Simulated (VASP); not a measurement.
# As6AuO2 (P-1) in VASP: further runs

Runs on As6AuO2. Level: PBE. Tasks: single point.

Program: VASP 6.6.1. These are calculated values, not measurements. Logs are shortened: lines on timing, memory, paths and dates and some standing lists are left out, and cuts for length are marked.

## Step 1: The cell of the first run

The typed cell holds 9 atoms: a = 5.874 Å, b = 5.904 Å, c = 5.956 Å, α = 101.33°, β = 90.69°, γ = 102.07°.

## Step 2: Single point, PBE

Input file INCAR:

```
SYSTEM = As6AuO2
PREC = Accurate
ENCUT = 520
EDIFF = 1E-7
ISMEAR = 0
SIGMA = 0.0419
LREAL = .False.
LASPH = .True.
NELM = 60
ALGO = Normal
ISIF = 2
LWAVE = .False.
LCHARG = .False.
GGA = PE
NBANDS = 36
```

Input file KPOINTS:

```
Automatic mesh
0
Gamma
  3 3 3
  0.5 0.5 0.5
```

Input file POSCAR:

```
As6AuO2
1.0
    5.8743250000      0.0000000000      0.0000000000
   -1.2347440000      5.7733400000      0.0000000000
   -0.0718260000     -1.2119250000      5.8309000000
As Au O
6 1 2
Direct
    0.0836000000      0.7671000000      0.6794000000
    0.9164000000      0.2329000000      0.3206000000
    0.3057000000      0.9531000000      0.2026000000
    0.6943000000      0.0469000000      0.7974000000
    0.2282000000      0.3219000000      0.9101000000
    0.7718000000      0.6781000000      0.0899000000
    0.0000000000      0.0000000000      0.0000000000
    0.5392000000      0.4276000000      0.5536000000
    0.4608000000      0.5724000000      0.4464000000
```

Potentials or basis: VASP PAW PBE potentials, release 64 (As, Au, O).

Command:

```bash
$ cat potpaw_PBE.64/As/POTCAR potpaw_PBE.64/Au/POTCAR potpaw_PBE.64/O/POTCAR > POTCAR
$ mpirun -np 1 vasp_std > vasp.out
```

OUTCAR:

```text
SYSTEM = As6AuO2
   PREC = Accurate
   ENCUT = 520
   EDIFF = 1E-7
   ISMEAR = 0
   LREAL = .False.
   LASPH = .True.
   NELM = 60
   ISIF = 2
   GGA = PE

 ion  position               nearest neighbor table
   1  0.084  0.767  0.679-   7 2.25
   2  0.916  0.233  0.321-   7 2.25
   3  0.306  0.953  0.203-   7 2.25
   4  0.694  0.047  0.797-   7 2.25
   5  0.228  0.322  0.910-   7 2.25
   6  0.772  0.678  0.090-   7 2.25
   7  0.000  0.000  0.000-   3 2.25   4 2.25   5 2.25   6 2.25   1 2.25   2 2.25
   8  0.539  0.428  0.554-   9 1.31
   9  0.461  0.572  0.446-   8 1.31

  LATTYP: Found a triclinic cell.
 ALAT       =     7.4065624018
 B/A-ratio  =     0.7931243513
 C/A-ratio  =     0.8041447067
 COS(alpha) =     0.0120595413
 COS(beta)  =     0.1661660051
 COS(gamma) =     0.6264148938

  Lattice vectors:

 A1 = (   4.6395810000,   5.7733400000,   0.0000000000)
 A2 = (   5.8743250000,   0.0000000000,   0.0000000000)
 A3 = (   0.0718260000,   1.2119250000,  -5.8309000000)

Analysis of symmetry for initial positions (statically):
=====================================================================
 Subroutine PRICEL returns:
 Original cell was already a primitive cell.

 Routine SETGRP: Setting up the symmetry group for a
 triclinic supercell.

 Subroutine GETGRP returns: Found  2 space group operations
 (whereof  2 operations were pure point group operations)
 out of a pool of  2 trial point group operations.

The static configuration has the point symmetry S_2 .

Analysis of symmetry for dynamics (positions and initial velocities):
=====================================================================
 Subroutine PRICEL returns:
 Original cell was already a primitive cell.

 Routine SETGRP: Setting up the symmetry group for a
 triclinic supercell.

 Subroutine GETGRP returns: Found  2 space group operations
 (whereof  2 operations were pure point group operations)
 out of a pool of  2 trial point group operations.

The dynamic configuration has the point symmetry S_2 .

 Subroutine INISYM returns: Found  2 space group operations
 (whereof  2 operations are pure point group operations),
[... 98 lines left out ...]
   NELM   =     60;   NELMIN=  2; NELMDL= -5     # of ELM steps
   EDIFF  = 0.1E-06   stopping-criterion for ELM
   LREAL  =      F    real-space projection
   EDIFFG = 0.1E-05   stopping-criterion for IOM
   NSW    =      0    number of steps for IOM
   IBRION =     -1    ionic relax: 0-MD 1-quasi-New 2-CG
   NFREE  =      0    steps in history (QN), initial steepest desc. (CG)
   ISIF   =      2    stress and relaxation
   ISYM   =      2    0-nonsym 1-usesym 2-fastsym
   POTIM  = 0.5000    time-step for ionic-motion
   TEBEG  =    0.0;   TEEND  =   0.0 temperature during run
   PSTRESS=    0.0 pullay stress
   NELECT =      53.0000    total number of electrons
   NUPDOWN=      -1.0000    fix difference up-down
   EMIN   =  10.00;   EMAX   =-10.00  energy-range for DOS
   EFERMI =   0.00;   METHOD = LEGACY
   ISMEAR =     0;   SIGMA  =   0.04  broadening in eV -4-tet -1-fermi 0-gaus
   EFERMI_NEDOS =   21; number of points for ismear=-14 and -15
   IALGO  =     38    algorithm
   IMIX   =      4    mixing-type and parameters
     AMIX     =   0.40;   BMIX     =  1.00
     AMIX_MAG =   1.60;   BMIX_MAG =  1.00
  volume/ion in A,a.u.               =      21.97       148.28
  Fermi-wavevector in a.u.,A,eV,Ry     =   1.055504  1.994613 15.158097  1.114089
  Thomas-Fermi vector in A             =   2.190705
   LORBIT       =      0    0 simple, 1 ext, 2 COOP (PROOUT), +10 PAW based schemes
   GGA     = PE    functional components
   LHFCALC =     F    Hartree Fock is set to
   AEXX    =    0.0000 exact exchange contribution
   IVDW    =     0    specifies the selected vdW correction
   LEPSILON=     F    determine dielectric tensor
   LRPA    =     F    only Hartree local field effects (RPA)
 non-spin polarized calculation
 Gauss-broadening in eV      SIGMA  =   0.04
  energy-cutoff  :      520.00
  volume of cell :      197.75
 maximum number of plane-waves:      5344
 NGX is ok and might be reduce to    48
   NGX = 21   NGY = 21   NGZ = 23

 number of electron      53.0000003 magnetization

 Free energy of the ion-electron system (eV)
  ---------------------------------------------------
  ext. energy  EPLUGINS =         0.00000000
  ---------------------------------------------------
  free energy    TOTEN  =       -30.60169911 eV

  energy without entropy =      -30.59473504  energy(sigma->0) =      -30.59821707

 E-fermi :   3.3926     XC(G=0):  -9.4375

 val. band max:        3.3832912296   @ k =   0.1667  -0.1667   0.1667
 cond. band min:       3.4077945781   @ k =   0.1667   0.5000   0.1667
 fundamental gap:      0.0245033484
 Fermi energy:         3.3925902198

 k-point     1 :       0.1667    0.1667    0.1667
  band No.  band energies     occupation
      1     -20.6431      2.00000
      2     -10.8224      2.00000
      3     -10.2244      2.00000
      4      -8.2249      2.00000
      5      -8.1739      2.00000
      6      -7.4436      2.00000
[... 535 lines left out ...]
     35       6.5713      0.00000
     36       7.1020      0.00000

------------------------ aborting loop because EDIFF is reached ----------------------------------------

  FORCE on cell =-STRESS in cart. coord.  units (eV):
  Direction    XX          YY          ZZ          XY          YZ          ZX
  --------------------------------------------------------------------------------------
  -------------------------------------------------------------------------------------
  Total       15.8805539     16.2873069     16.3796684      0.3818841      1.8879616      1.6472211
  in kB      128.6635499    131.9590451    132.7073539      3.0940078     15.2961816     13.3457129
  external PRESSURE =     131.1099829 kB  Pullay stress =       0.0000000 kB

 VOLUME and BASIS-vectors are now :
 -----------------------------------------------------------------------------
  energy-cutoff  :      520.00
  volume of cell :      197.75
      direct lattice vectors                 reciprocal lattice vectors
     5.874325000  0.000000000  0.000000000     0.170232325  0.036407581  0.009664094
    -1.234744000  5.773340000  0.000000000     0.000000000  0.173209962  0.036000872
    -0.071826000 -1.211925000  5.830900000     0.000000000  0.000000000  0.171500111

 POSITION                                       TOTAL-FORCE (eV/Angst)
 -----------------------------------------------------------------------------------
     -0.50488      3.60535      3.96151         2.119777     -2.210399     -4.687850
      5.07263      0.95607      1.86939        -2.119777      2.210399      4.687850
      0.60439      5.25703      1.18134         4.375009     -1.218216      2.677723
      3.96336     -0.69562      4.64956        -4.375009      1.218216     -2.677723
      0.87769      0.75547      5.30670         2.197170      4.894690     -1.382322
      3.69007      3.80595      0.52420        -2.197170     -4.894690      1.382322
      0.00000      0.00000      0.00000        -0.000000      0.000000     -0.000000
      2.59970      1.79776      3.22799        -0.367980      0.584741     -0.460492
      1.96806      2.76366      2.60291         0.367980     -0.584741      0.460492
 -----------------------------------------------------------------------------------
    total drift:                                0.000000     -0.000000      0.000000

  FREE ENERGIE OF THE ION-ELECTRON SYSTEM (eV)
  ---------------------------------------------------
  free  energy   TOTEN  =       -30.6016991122 eV

  energy  without entropy=      -30.5947350351  energy(sigma->0) =      -30.59821707
```

OSZICAR:

```text
N       E                     dE             d eps       ncg     rms          rms(c)
DAV:   1     0.293119120280E+03    0.29312E+03   -0.22732E+04  1008   0.125E+03
DAV:   2    -0.930909320371E+01   -0.30243E+03   -0.29163E+03  1264   0.237E+02
DAV:   3    -0.346051050306E+02   -0.25296E+02   -0.24537E+02  1160   0.686E+01
DAV:   4    -0.350981441843E+02   -0.49304E+00   -0.49065E+00  1092   0.974E+00
[... 10 lines left out ...]
DAV:  15    -0.306017085552E+02   -0.92299E-06   -0.36014E-04  1196   0.477E-02    0.339E-02
DAV:  16    -0.306017039745E+02    0.45807E-05   -0.16711E-04  1216   0.315E-02    0.238E-02
DAV:  17    -0.306016992992E+02    0.46753E-05   -0.28403E-05  1120   0.155E-02    0.399E-03
DAV:  18    -0.306016991800E+02    0.11921E-06   -0.15958E-06  1016   0.651E-03    0.168E-03
DAV:  19    -0.306016991122E+02    0.67831E-07   -0.23323E-07   504   0.167E-03
   1 F= -.30601699E+02 E0= -.30598217E+02  d E =-.696408E-02
```

stdout:

```text
POSCAR found type information on POSCAR AsAuO
 POSCAR found :  3 types and       9 ions
 scaLAPACK will be used
 LDA part: xc-table for (Slater+PW92), standard interpolation
 POSCAR, INCAR and KPOINTS ok, starting setup
 FFT: planning ... GRIDC
 FFT: planning ... GRID_SOFT
 FFT: planning ... GRID
 WAVECAR not read
 entering main loop
```

Run time: 2.4 min. Hardware: 1 thread of AMD EPYC 7R43 (Zen 3), shared host; peak memory 0.33 GiB.

Results:

| Quantity | Value |
| --- | --- |
| Free energy | -30.6017 eV |
| Pressure | 13.1 GPa |
| Largest force | 5.600 eV/Å |

Forces on the atoms (eV/Å):
```
As   2.120 -2.210 -4.688
As  -2.120  2.210  4.688
As   4.375 -1.218  2.678
As  -4.375  1.218 -2.678
As   2.197  4.895 -1.382
As  -2.197 -4.895  1.382
Au   0.000  0.000  0.000
O   -0.368  0.585 -0.460
O    0.368 -0.585  0.460
```

Stress tensor (GPa, compression positive):
```
12.87  0.31  1.33
 0.31 13.20  1.53
 1.33  1.53 13.27
```

Levels at points of the mesh, in eV from the Fermi level:
```
           k point  band 22  band 23  band 24  band 25  band 26  band 27  band 28  band 29  band 30  band 31
(0.50, 0.50, 0.50)    -1.24    -0.89    -0.29    -0.20    -0.08     0.07     0.14     0.80     0.86     1.16
```

Caveat: the k points lie up to 0.37 Å⁻¹ apart; spin-orbit coupling is left out, which moves the levels of the heavy elements; an odd number of electrons without spin polarisation forces a metal; a magnetic or distorted state may lie lower.

## Step 3: Single point, PBE

Input file INCAR:

```
SYSTEM = As6AuO2
ALGO     = Normal         ! electronic algorithm
EDIFF    = 1E-6           ! SCF threshold, eV
ENCUT    = 520            ! plane-wave cutoff, eV
GGA      = PE             ! functional
ISIF     = 2              ! what is computed and relaxed
ISMEAR   = 1              ! smearing method
LASPH    = .TRUE.         ! aspherical terms in the spheres
LCHARG   = .FALSE.        ! write CHGCAR
LREAL    = .FALSE.        ! projectors in reciprocal space
LWAVE    = .FALSE.        ! write WAVECAR
NBANDS   = 36             ! bands
NELM     = 80             ! most SCF steps
PREC     = Accurate       ! precision mode
SIGMA    = 0.025          ! smearing width, eV
```

KPOINTS is that of step 2.

POSCAR is that of step 2.

Potentials or basis: VASP PAW PBE potentials, release 64 (As, Au, O).

Command:

```bash
$ cat potpaw_PBE.64/As/POTCAR potpaw_PBE.64/Au/POTCAR potpaw_PBE.64/O/POTCAR > POTCAR
$ mpirun -np 1 vasp_std > vasp.out
```

It took 2.2 min on 1 thread of AMD EPYC 7R43 (Zen 3), shared host; peak memory 0.33 GiB.

Results (log left out):

```yaml
Free_energy: -30.5976 eV
Pressure: 13.1 GPa
Largest_force: 5.586 eV/Å
```

Forces on the atoms (eV/Å):
```
As   2.103 -2.215 -4.677
As  -2.103  2.215  4.677
As   4.377 -1.201  2.681
As  -4.377  1.201 -2.681
As   2.209  4.900 -1.362
As  -2.209 -4.900  1.362
Au   0.000  0.000  0.000
O   -0.377  0.579 -0.453
O    0.377 -0.579  0.453
```

Stress tensor (GPa, compression positive):
```
12.84  0.29  1.36
 0.29 13.18  1.58
 1.36  1.58 13.28
```

Levels at points of the mesh, in eV from the Fermi level:
```
           k point  band 22  band 23  band 24  band 25  band 26  band 27  band 28  band 29  band 30  band 31
(0.50, 0.50, 0.50)    -1.24    -0.90    -0.29    -0.20    -0.09     0.07     0.14     0.80     0.86     1.16
```

Caveat: the k points lie up to 0.37 Å⁻¹ apart; spin-orbit coupling is left out, which moves the levels of the heavy elements; an odd number of electrons without spin polarisation forces a metal; a magnetic or distorted state may lie lower.
